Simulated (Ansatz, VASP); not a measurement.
# Os in VASP and in Ansatz

```xyz
2
Lattice="0.0000 2.6993 2.6993 2.6993 0.0000 2.6993 2.6993 2.6993 0.0000" Properties=species:S:1:pos:R:3 pbc="T T T"
Os    0.6748    0.6748    0.6748
Os    4.7239    4.7239    4.7239
```

Alike in both runs: task single point; functional LDA; k mesh 11 × 11 × 11; occupations fermi-dirac, width 0.1 eV; no spin polarisation.

|  | VASP | Ansatz |
| --- | --- | --- |
| version | VASP 6.6.1 | Ansatz 0.2.0 |
| potentials or method | VASP PAW LDA potentials, release 64 (Os_sv_GW), cutoff 560 eV | plane waves (420 eV) with PAW, scalar-relativistic |
| valence electrons in the cell | 32 | 32 |

```tsv
	VASP	Ansatz	Ansatz less VASP
pressure (GPa)	10.9	10.4	-0.52
```

Ansatz warns that its potentials were made for another functional, while VASP's fit it. LDA's correlation is that of Perdew and Zunger in VASP and of Perdew and Wang (1992) in Ansatz.

Spin-orbit coupling is off throughout.
